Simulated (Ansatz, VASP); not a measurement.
One calculation of Sc, two programs

```xyz
1
Lattice="0.0000 2.2705 2.3386 2.2705 0.0000 2.3386 2.2705 2.2705 0.0000" Properties=species:S:1:pos:R:3 pbc="T T T"
Sc    0.0000    0.0000    0.0000
```

Change from the starting cell: strain +0.000 along x and y, +0.030 along z, atoms carried along.

Alike in both runs: task single point; functional r2SCAN; k mesh 18 × 18 × 18; occupations gaussian, width 0.15 eV; no spin polarisation.

|  | VASP | Ansatz |
| --- | --- | --- |
| version | VASP 6.6.1 | Ansatz 0.2.0 |
| potentials or method | VASP PAW PBE potentials, release 64 (Sc_sv), cutoff 520 eV | scalar-relativistic, plane waves, PAW |
| valence electrons in the cell | 11 | 11 |

|  | VASP | Ansatz | Ansatz less VASP |
| --- | --- | --- | --- |
| gap on the k mesh at the Fermi level (eV) | none | none | - |
| pressure (GPa) | 2.5 | 2.3 | -0.20 |
| traceless stress, the component that is largest in VASP (GPa) | -0.31 | -0.30 | +0.001 |

VASP's potentials were made for PBE, not for r2SCAN. A gap of «none» marks a metal or a gap that the smearing closes. The functional is the same, so the differences come from potentials, cutoffs and numerics.
